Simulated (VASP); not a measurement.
## Pt: single point with LDA

Pt:

```
CELL_PARAMETERS angstrom
0.00000 1.93362 1.93362
1.93362 0.00000 1.93362
1.93362 1.93362 0.00000
ATOMIC_POSITIONS crystal
Pt 0.00000 0.00000 0.00000
```

```yaml
Program: VASP 6.6.1
Task: single point
Functional: LDA
Potentials_or_basis: VASP PAW LDA potentials, release 64 (Pt)
Cutoff: 520 eV
k_mesh: 24 × 24 × 24
Occupations: fermi-dirac, width 0.1 eV
Spin: no spin polarisation
Dipole_correction: no
Further_INCAR_settings: ALGO = Normal; EDIFF = 1e-06; NBANDS = 11
```

```
Pressure               : 7.9 GPa
Band gap on the k mesh : zero (band 5 reaches 12.52 eV, above the bottom of band 6 at 10.12 eV)
```

Levels at points of the mesh, in eV from the Fermi level:
| k point | band 1 | band 2 | band 3 | band 4 | band 5 | band 6 | band 7 | band 8 | band 9 | band 10 |
| --- | --- | --- | --- | --- | --- | --- | --- | --- | --- | --- |
| (0.00, 0.00, 0.00) | -10.74 | -4.10 | -4.10 | -4.10 | -1.75 | -1.75 | 14.48 | 19.64 | 19.64 | 19.64 |
| (0.50, 0.00, 0.00) | -7.82 | -4.16 | -4.16 | -0.66 | 0.05 | 0.05 | 6.16 | 14.06 | 19.17 | 19.17 |
| (0.50, 0.50, 0.00) | -7.59 | -7.12 | 0.03 | 0.53 | 0.53 | 1.68 | 9.33 | 11.46 | 11.46 | 20.72 |

It took 21 s on 1 thread of Intel(R) Xeon(R) Platinum 8481C CPU @ 2.70GHz (Sapphire Rapids), with other jobs on the host, peak memory 0.17 GiB.

Caveat: spin-orbit coupling is left out, which moves the levels of the heavy elements.
